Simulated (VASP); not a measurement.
A run of VASP 6.6.1:

The input INCAR:

```
PREC = Accurate ; ENCUT = 520
EDIFF = 1E-7 ; ISMEAR = 0
SIGMA = 0.1 ; LREAL = False
LASPH = True ; NELM = 100
ALGO = Fast ; ISIF = 2
LWAVE = False ; LCHARG = True
GGA = PE ; LELF = True
LVHAR = True ; NBANDS = 11
```

Contents of KPOINTS:

```
Automatic mesh
0
Gamma
  18 18 18
```

File POSCAR:

```
Pd
1.0
   -1.5609762996      1.5609762996      1.5609762996
    1.5609762996     -1.5609762996      1.5609762996
    1.5609762996      1.5609762996     -1.5609762996
Pd
1
Direct
    0.0000000000      0.0000000000      0.0000000000
```

Potentials or basis: VASP PAW PBE potentials, release 64 (Pd).

Command:

```sh
$ cat potpaw_PBE.64/Pd/POTCAR > POTCAR
$ mpirun -np 1 vasp_std > vasp.out
```

Hardware: 1 thread of Intel Xeon 6975P-C, with other jobs on the host.

Problem. Estimate the wall time of this run.

Solution. It took 19 s on 1 thread of Intel Xeon 6975P-C (shared host), peak memory 0.15 GiB. Counts: scf iterations 13, k points 195.
